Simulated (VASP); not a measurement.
Li:

```
Li
1.0
    -1.75465    1.75465    1.75465
     1.75465   -1.75465    1.75465
     1.75465    1.75465   -1.75465
Li
1
Direct
  0.00000 0.00000 0.00000
```

| Quantity | Value |
| --- | --- |
| Program | VASP 6.6.1 |
| Task | relaxation of volume and atoms at fixed shape |
| Functional | LDA |
| Potentials or basis | VASP PAW LDA potentials, release 64 (Li_sv) |
| Cutoff | 600 eV |
| k mesh | 17 × 17 × 17 |
| Occupations | fermi-dirac, width 0.1 eV |
| Spin | no spin polarisation |

At the start: pressure -1.7 GPa; volume 21.61 Å³/atom.

Q: Where does the relaxation end?

A: Over 4 steps the energy falls by 16.5 meV/atom and the volume is 18.69 Å³/atom (-13.5 %); space group Im-3m (No. 229, to 0.05 Å).

The path:
```
step  energy change (eV)  largest force (eV/Å)  pressure (GPa)  volume (Å³)
   1              0.0000                0.0000           -1.66        21.61
   2             -0.0066                0.0000           -1.36        20.92
   3             -0.0158                0.0000           -0.43        19.32
   4             -0.0165                0.0000            0.06        18.69
```

Final structure:
```xyz
1
Lattice="-1.6719 1.6719 1.6719 1.6719 -1.6719 1.6719 1.6719 1.6719 -1.6719" Properties=species:S:1:pos:R:3 pbc="T T T"
Li    1.6719    1.6719   -1.6719
```

Caveat: the cutoff is under 1.25 times the usual one of these potentials, so pressure, stress and relaxed cells hold a basis-set (Pulay) error; the volume moved by -13 % from the deposited cell, more than functionals usually miss.
